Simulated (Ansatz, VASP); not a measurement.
ZrCu in VASP and in Ansatz

```
Zr Cu
1.0
     3.19319    0.00000    0.00000
     0.00000    3.19319    0.00000
     0.00000    0.00000    3.19319
Zr Cu
1 1
Direct
  0.50000 0.50000 0.50000
  0.00000 0.00000 0.00000
```

Alike in both runs: functional LDA; k mesh 14 × 14 × 14; occupations gaussian, width 0.1 eV; no spin polarisation.

Ansatz relaxed the structure, and its values are those at the end. VASP's run is a single point on that final structure, the one shown.

|  | VASP | Ansatz |
| --- | --- | --- |
| version | VASP 6.6.1 | Ansatz 0.2.0 |
| potentials or method | VASP PAW LDA potentials, release 64 (Zr_sv, Cu), cutoff 520 eV | scalar-relativistic, plane waves, PAW |
| valence electrons in the cell | 23 | 31 |

VASP gave:

- gap on the k mesh at the Fermi level (eV): none
- pressure (GPa): 0.4

Q: Which values does Ansatz return?

A: gap on the k mesh at the Fermi level (eV): none; pressure (GPa): 0.0.

LDA's correlation is that of Perdew and Zunger in VASP and of Perdew and Wang (1992) in Ansatz. A gap of «none» marks a metal or a gap that the smearing closes. VASP's potentials hold 23 valence electrons a cell and Ansatz's 31, so a difference there can come from the potentials and not from the codes.
